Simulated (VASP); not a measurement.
# CuI (P6_3/mmc) in VASP: notebook

The runs below take CuI through single point, with PBE, r2SCAN.

All numbers are computed with VASP 6.6.1; they aren't measurements. Logs are shortened: lines on timing, memory, paths and dates and some standing lists are left out, and cuts for length are marked.

## (1) The cell of the first run

The structure is hexagonal, space group P6_3/mmc (No. 194). The conventional cell has a = 4.232 Å, b = 4.232 Å, c = 6.465 Å, α = 90.00°, β = 90.00°, γ = 120.00°. Within 3.9 Å of Cu (site symmetry -3m) lie 6 I at 2.93 Å and 2 Cu at 3.23 Å. I (site symmetry -6m2) has 6 Cu at 2.93 Å and 12 I at 4.05 to 4.23 Å within 4.3 Å.

## (2) Single point, PBE (strain +2.0%)

File INCAR:

```
PREC = Accurate
ENCUT = 520
EDIFF = 1E-7
ISMEAR = -1
SIGMA = 0.02
LREAL = False
LASPH = True
NELM = 80
ALGO = Normal
ISIF = 2
LWAVE = False
LCHARG = True
GGA = PE
LELF = True
LVHAR = True
NBANDS = 26
```

File KPOINTS:

```
Automatic mesh
0
Gamma
  12 12 4
```

File POSCAR:

```
CuI
1.0
    4.2315281169      0.0000000000      0.0000000000
   -2.1157640585      3.6646108460      0.0000000000
    0.0000000000      0.0000000000      6.4649844339
Cu I
2 2
Direct
    0.0000000000      0.0000000000      0.0000000000
    0.0000000000      0.0000000000      0.5000000000
    0.3333333333      0.6666666667      0.2500000000
    0.6666666667      0.3333333333      0.7500000000
```

Potentials or basis: VASP PAW PBE potentials, release 64 (Cu, I).

Launch:

```console
$ cat potpaw_PBE.64/Cu/POTCAR potpaw_PBE.64/I/POTCAR > POTCAR
$ mpirun -np 1 vasp_std > vasp.out
```

OUTCAR:

```text
PREC = Accurate
   ENCUT = 520
   EDIFF = 1E-7
   ISMEAR = -1
   LREAL = False
   LASPH = True
   NELM = 80
   ISIF = 2
   GGA = PE

 ion  position               nearest neighbor table
   1  0.000  0.000  0.000-   3 2.93   4 2.93   3 2.93   4 2.93   4 2.93   3 2.93
   2  0.000  0.000  0.500-   3 2.93   4 2.93   3 2.93   4 2.93   4 2.93   3 2.93
   3  0.333  0.667  0.250-   1 2.93   2 2.93   1 2.93   2 2.93   1 2.93   2 2.93
   4  0.667  0.333  0.750-   1 2.93   2 2.93   1 2.93   2 2.93   1 2.93   2 2.93

  LATTYP: Found a hexagonal cell.
 ALAT       =     4.2315281169
 C/A-ratio  =     1.5278131813

  Lattice vectors:

 A1 = (   4.2315281169,   0.0000000000,   0.0000000000)
 A2 = (  -2.1157640585,   3.6646108460,   0.0000000000)
 A3 = (   0.0000000000,   0.0000000000,   6.4649844339)

Analysis of symmetry for initial positions (statically):
=====================================================================
 Subroutine PRICEL returns:
 Original cell was already a primitive cell.

 Routine SETGRP: Setting up the symmetry group for a
 hexagonal supercell.

 Subroutine GETGRP returns: Found 24 space group operations
 (whereof 12 operations were pure point group operations)
 out of a pool of 24 trial point group operations.

The static configuration has the point symmetry D_3d.
 The point group associated with its full space group is D_6h.

Analysis of symmetry for dynamics (positions and initial velocities):
=====================================================================
 Subroutine PRICEL returns:
 Original cell was already a primitive cell.

 Routine SETGRP: Setting up the symmetry group for a
 hexagonal supercell.

 Subroutine GETGRP returns: Found 24 space group operations
 (whereof 12 operations were pure point group operations)
 out of a pool of 24 trial point group operations.

The dynamic configuration has the point symmetry D_3d.
 The point group associated with its full space group is D_6h.

 Subroutine INISYM returns: Found 24 space group operations
 (whereof 12 operations are pure point group operations),
 and found     1 'primitive' translations

----------------------------------------------------------------------------------------

                                     Primitive cell

  volume of cell :     100.2519

  direct lattice vectors                    reciprocal lattice vectors
[... 85 lines left out ...]
   ISPIN  =      1    spin polarized calculation?
   LNONCOLLINEAR =      F non collinear calculations
   LSORBIT =      F    spin-orbit coupling
   LASPH  =      T    aspherical Exc in radial PAW
   ENCUT  =  520.0 eV  38.22 Ry    6.18 a.u.   7.87  7.87 12.02*2*pi/ulx,y,z
   NELM   =     80;   NELMIN=  2; NELMDL= -5     # of ELM steps
   EDIFF  = 0.1E-06   stopping-criterion for ELM
   LREAL  =      F    real-space projection
   EDIFFG = 0.1E-05   stopping-criterion for IOM
   NSW    =      0    number of steps for IOM
   IBRION =     -1    ionic relax: 0-MD 1-quasi-New 2-CG
   NFREE  =      0    steps in history (QN), initial steepest desc. (CG)
   ISIF   =      2    stress and relaxation
   ISYM   =      2    0-nonsym 1-usesym 2-fastsym
   POTIM  = 0.5000    time-step for ionic-motion
   TEBEG  =    0.0;   TEEND  =   0.0 temperature during run
   PSTRESS=    0.0 pullay stress
   NELECT =      36.0000    total number of electrons
   NUPDOWN=      -1.0000    fix difference up-down
   EMIN   =  10.00;   EMAX   =-10.00  energy-range for DOS
   EFERMI =   0.00;   METHOD = LEGACY
   ISMEAR =    -1;   SIGMA  =   0.02  broadening in eV -4-tet -1-fermi 0-gaus
   EFERMI_NEDOS =   21; number of points for ismear=-14 and -15
   IALGO  =     38    algorithm
   IMIX   =      4    mixing-type and parameters
     AMIX     =   0.40;   BMIX     =  1.00
     AMIX_MAG =   1.60;   BMIX_MAG =  1.00
  volume/ion in A,a.u.               =      25.06       169.13
  Fermi-wavevector in a.u.,A,eV,Ry     =   1.163621  2.198924 18.422470  1.354013
  Thomas-Fermi vector in A             =   2.300168
   LORBIT       =      0    0 simple, 1 ext, 2 COOP (PROOUT), +10 PAW based schemes
   GGA     = PE    functional components
[... 5 lines left out ...]
 non-spin polarized calculation
  energy-cutoff  :      520.00
  volume of cell :      100.25
 maximum number of plane-waves:      2742
 NGX is ok and might be reduce to    32
   NGX = 15   NGY = 15   NGZ = 25

 number of electron      35.9999992 magnetization

 Free energy of the ion-electron system (eV)
  ---------------------------------------------------
  ext. energy  EPLUGINS =         0.00000000
  ---------------------------------------------------
  free energy    TOTEN  =       -10.15634728 eV

  energy without entropy =      -10.15634720  energy(sigma->0) =      -10.15634724

 E-fermi :   5.6107     XC(G=0):  -9.6824

 val. band max:        5.3733408066   @ k =   0.5000   0.0000   0.0000
 cond. band min:       5.8098214549   @ k =   0.0000   0.0000   0.0000
 fundamental gap:      0.4364806483
 Fermi energy:         5.6107032466

 k-point     1 :       0.0000    0.0000    0.0000
  band No.  band energies     occupation
      1      -8.4752      2.00000
      2      -7.5476      2.00000
      3      -0.3917      2.00000
      4       1.9972      2.00000
      5       1.9972      2.00000
      6       3.3438      2.00000
[... 685 lines left out ...]
     25      12.8079      0.00000
     26      12.8123      0.00000

 [... further k-points ...]

------------------------ aborting loop because EDIFF is reached ----------------------------------------

  FORCE on cell =-STRESS in cart. coord.  units (eV):
  Direction    XX          YY          ZZ          XY          YZ          ZX
  --------------------------------------------------------------------------------------
  -------------------------------------------------------------------------------------
  Total       -1.0730566     -1.0730566     -1.3946393      0.0000000      0.0000000      0.0000000
  in kB      -17.1490721    -17.1490721    -22.2884519      0.0000000      0.0000000      0.0000000
  external PRESSURE =     -18.8621987 kB  Pullay stress =       0.0000000 kB

 VOLUME and BASIS-vectors are now :
 -----------------------------------------------------------------------------
  energy-cutoff  :      520.00
  volume of cell :      100.25
      direct lattice vectors                 reciprocal lattice vectors
     4.231528117  0.000000000  0.000000000     0.236321247  0.136440135  0.000000000
    -2.115764058  3.664610846  0.000000000     0.000000000  0.272880271  0.000000000
     0.000000000  0.000000000  6.464984434     0.000000000  0.000000000  0.154679413

 POSITION                                       TOTAL-FORCE (eV/Angst)
 -----------------------------------------------------------------------------------
      0.00000      0.00000      0.00000         0.000000     -0.000000      0.000000
      0.00000      0.00000      3.23249         0.000000     -0.000000      0.000000
     -0.00000      2.44307      1.61625        -0.000000      0.000000     -0.000000
      2.11576      1.22154      4.84874         0.000000     -0.000000     -0.000000
 -----------------------------------------------------------------------------------
    total drift:                                0.000000     -0.000000      0.000000

  FREE ENERGIE OF THE ION-ELECTRON SYSTEM (eV)
  ---------------------------------------------------
  free  energy   TOTEN  =       -10.1563472811 eV

  energy  without entropy=      -10.1563472003  energy(sigma->0) =      -10.15634724
```

Wall time 2.3 min (1 thread of Oxide Virtual Turin-like, shared host); peak memory 0.26 GiB.

What came out:

```yaml
Free_energy: -10.1563 eV
Pressure: -1.9 GPa
Band_gap_on_the_k_mesh: 0.44 eV (least direct gap 0.50 eV)
```

Levels at points of the mesh, in eV from the valence-band top:
| k point | band 16 | band 17 | band 18 | band 19 | band 20 | band 21 |
| --- | --- | --- | --- | --- | --- | --- |
| (0.00, 0.00, 0.00) | -1.04 | -0.07 | -0.07 | 0.44 | 2.45 | 4.99 |
| (0.50, 0.00, 0.00) | -1.30 | -0.62 | 0.00 | 1.91 | 2.51 | 3.12 |
| (0.00, 0.00, 0.50) | -0.53 | -0.53 | -0.53 | 2.36 | 2.36 | 5.18 |
| (0.50, 0.00, 0.50) | -0.93 | -0.75 | -0.75 | 1.54 | 1.54 | 4.80 |

Caveat: the cell differs from its parent crystal (strain +2.0%); semilocal functionals underestimate gaps, and a narrow one can read as zero; spin-orbit coupling is left out, which moves the levels of the heavy elements.

## (3) Single point, r2SCAN (biaxial xy strain -5.4%)

File POSCAR:

```
CuI
1.0
    3.9242104324      0.0000000000      0.0000000000
   -1.9621052162      3.3984659243      0.0000000000
    0.0000000000      0.0000000000      6.3363563990
Cu I
2 2
Direct
    0.0000000000      0.0000000000      0.0000000000
    0.0000000000      0.0000000000      0.5000000000
    0.3333333333      0.6666666667      0.2500000000
    0.6666666667      0.3333333333      0.7500000000
```

File INCAR.step1:

```
SYSTEM = CuI
PREC = Accurate
ENCUT = 520
ISMEAR = -1
SIGMA = 0.02
LREAL = .FALSE.
LASPH = .TRUE.
NELM = 80
NBANDS = 26
GGA = PE
ALGO = Normal
EDIFF = 1E-4
LWAVE = .TRUE.
LCHARG = .FALSE.
```

File INCAR.step2:

```
SYSTEM = CuI
PREC = Accurate
ENCUT = 520
EDIFF = 1E-6
ISMEAR = -1
SIGMA = 0.02
LREAL = .FALSE.
LASPH = .TRUE.
NELM = 80
ALGO = Normal
ISIF = 2
LWAVE = .FALSE.
LCHARG = .FALSE.
METAGGA = R2SCAN
LMIXTAU = .TRUE.
NBANDS = 26
ISTART = 1
```

File KPOINTS:

```
regular mesh
0
G
  12 12 4
  0 0 0
```

Potentials or basis: VASP PAW PBE potentials, release 64 (Cu, I).

Launch:

```console
$ cat potpaw_PBE.64/Cu/POTCAR potpaw_PBE.64/I/POTCAR > POTCAR
$ cp INCAR.step1 INCAR
$ mpirun -np 1 vasp_std > vasp.out
$ cp INCAR.step2 INCAR
$ mpirun -np 1 vasp_std > vasp.out
```

It took 6.8 min on 1 thread of Oxide Virtual Turin-like, shared host; peak memory 0.25 GiB.

Results (log left out):

- Free energy: -70.4410 eV
- Pressure: 7.2 GPa
- Band gap on the k mesh: 0.35 eV (least direct gap 1.65 eV)

Stress tensor (GPa, compression positive):
```
7.73 0.00 0.00
0.00 7.73 0.00
0.00 0.00 6.22
```

Levels at points of the mesh, in eV from the valence-band top:
| k point | band 14 | band 15 | band 16 | band 17 | band 18 | band 19 | band 20 | band 21 | band 22 | band 23 |
| --- | --- | --- | --- | --- | --- | --- | --- | --- | --- | --- |
| (0.00, 0.00, 0.00) | -2.02 | -1.97 | -1.57 | -0.03 | -0.03 | 1.81 | 3.01 | 5.40 | 5.40 | 7.38 |
| (0.50, 0.00, 0.00) | -1.97 | -1.89 | -1.66 | -0.96 | 0.00 | 2.26 | 2.84 | 3.40 | 4.58 | 7.06 |
| (0.00, 0.00, 0.50) | -2.06 | -0.67 | -0.67 | -0.67 | -0.67 | 3.51 | 3.51 | 5.63 | 5.63 | 5.63 |
| (0.50, 0.00, 0.50) | -1.99 | -1.30 | -1.30 | -0.95 | -0.95 | 1.61 | 1.61 | 4.62 | 4.62 | 7.42 |

Caveat: the cell differs from its parent crystal (biaxial xy strain -5.4%); the cell stands under pressure; semilocal functionals underestimate gaps, and a narrow one can read as zero; the PAW data sets were made with another functional, which shifts forces and pressure a little; spin-orbit coupling is left out, which moves the levels of the heavy elements. A k mesh can miss the band edges.
